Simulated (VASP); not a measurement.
A run of VASP 6.6.1 is set up as follows.

The input INCAR:

```
SYSTEM = Rb
PREC = Accurate ; ENCUT = 520
EDIFF = 1E-6 ; ISMEAR = -1
SIGMA = 0.1 ; LREAL = .FALSE.
LASPH = .TRUE. ; NELM = 60
ALGO = Normal ; ISIF = 2
LWAVE = .FALSE. ; LCHARG = .TRUE.
GGA = PE ; LELF = .TRUE.
LVHAR = .TRUE. ; NBANDS = 10
```

The input KPOINTS:

```
regular mesh
0
G
  10 10 10
  0 0 0
```

File POSCAR:

```
Rb
1.0
   -2.7175979009      2.7175979009      2.7175979009
    2.7175979009     -2.7175979009      2.7175979009
    2.7175979009      2.7175979009     -2.7175979009
Rb
1
Direct
    0.0000000000      0.0000000000      0.0000000000
```

Potentials or basis: VASP PAW PBE potentials, release 64 (Rb_sv).

Launch:

```sh
$ cat potpaw_PBE.64/Rb_sv/POTCAR > POTCAR
$ mpirun -np 1 vasp_std > vasp.out
```

Question: Predict the pressure.

Answer: 0.5 GPa.
